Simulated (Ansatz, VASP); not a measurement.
**SiGe2 in VASP and in Ansatz**

```
Si Ge
1.0
     5.13833    0.00000    0.00000
    -2.56917    4.44993    0.00000
     0.00000    0.00000    2.46882
Si Ge
1 2
Direct
  0.00000 0.00000 0.50000
  0.33333 0.66667 0.50000
  0.66667 0.33333 0.50000
```

Alike in both runs: task relaxation of cell and atoms; functional PBE; k mesh 6 × 6 × 8; occupations gaussian, width 0.1 eV; no spin polarisation.

|  | VASP | Ansatz |
| --- | --- | --- |
| version | VASP 6.6.1 | Ansatz 0.2.0 |
| potentials or method | VASP PAW PBE potentials, release 64 (Si, Ge_d), cutoff 600 eV | scalar-relativistic, plane waves, PAW |
| valence electrons in the cell | 32 | 32 |

|  | VASP | Ansatz | Ansatz less VASP |
| --- | --- | --- | --- |
| gap on the k mesh at the Fermi level, each at its own relaxed structure (eV) | none | none | - |
| relaxed volume (Å³/atom) | 17.97 | 18.01 | +0.037 |
| relaxed cell length with the largest relative difference (Å) | 4.834 | 4.838 | +0.0037 |

A gap of «none» marks a metal or a gap that the smearing closes.

Noted on VASP's run: too few bands were computed for a metal, which touches its energy and stress.
